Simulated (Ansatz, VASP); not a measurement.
## HfN in VASP and in Ansatz

```
CELL_PARAMETERS angstrom
3.19193 0.00000 0.00000
-1.59596 2.76429 0.00000
0.00000 0.00000 16.02023
ATOMIC_POSITIONS crystal
Hf 0.00000 0.00000 0.00000
Hf 0.33333 0.66667 0.16701
Hf 0.66667 0.33333 0.33299
Hf 0.00000 0.00000 0.50000
Hf 0.66667 0.33333 0.66701
Hf 0.33333 0.66667 0.83299
N 0.66667 0.33333 0.08665
N 0.00000 0.00000 0.25000
N 0.33333 0.66667 0.41335
N 0.33333 0.66667 0.58665
N 0.00000 0.00000 0.75000
N 0.66667 0.33333 0.91335
```

Alike in both runs: functional PBE; k mesh 12 × 12 × 3; occupations gaussian, width 0.1 eV; no spin polarisation.

Ansatz relaxed the structure, and its values are those at the end. VASP's run is a single point on that final structure, the one shown.

|  | VASP | Ansatz |
| --- | --- | --- |
| version | VASP 6.6.1 | Ansatz 0.2.0 |
| potentials or method | VASP PAW PBE potentials, release 64 (Hf_pv, N), cutoff 600 eV | scalar-relativistic, plane waves, PAW |
| valence electrons in the cell | 90 | 186 |

```csv
,VASP,Ansatz,Ansatz less VASP
gap on the k mesh at the Fermi level (eV),none,none,-
pressure (GPa),-2.4,0.0,+2.39
rms of the force components (eV/Å),0.007,0.000,-0.0073
```

A gap of «none» marks a metal or a gap that the smearing closes. With one functional, cell and mesh, what is left measures potentials, basis and numerics. VASP's potentials hold 90 valence electrons a cell and Ansatz's 186, so a difference there can come from the potentials and not from the codes.

Spin-orbit coupling is off throughout.
